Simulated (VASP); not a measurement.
Here is a VASP 6.6.1 calculation.

File INCAR:

```
PREC = Accurate ; ENCUT = 520
EDIFF = 1E-6 ; ISMEAR = -1
SIGMA = 0.1 ; LREAL = F
LASPH = T ; NELM = 100
ALGO = Normal ; ISIF = 2
LWAVE = F ; LCHARG = F
GGA = B5 ; ALDAX = 1.0
AGGAX = 1.0 ; AGGAC = 1.0
ALDAC = 0.0 ; NBANDS = 12
```

Contents of KPOINTS:

```
Automatic mesh
0
Gamma
  13 13 13
```

POSCAR

```
Nb
1.0
    2.7618870342      0.0000000000      0.0000000000
    0.0000000000      2.7618870342      0.0000000000
    0.0000000000      0.0000000000      2.7618870342
Nb
1
Direct
    0.0000000000      0.0000000000      0.0000000000
```

Potentials or basis: VASP PAW PBE potentials, release 64 (Nb_sv).

Launch:

```console
$ cat potpaw_PBE.64/Nb_sv/POTCAR > POTCAR
$ mpirun -np 1 vasp_std > vasp.out
```

Task: Predict the pressure.

Result: -0.3 GPa.

Caveat: the PAW data sets were made with another functional, which shifts forces and pressure a little.
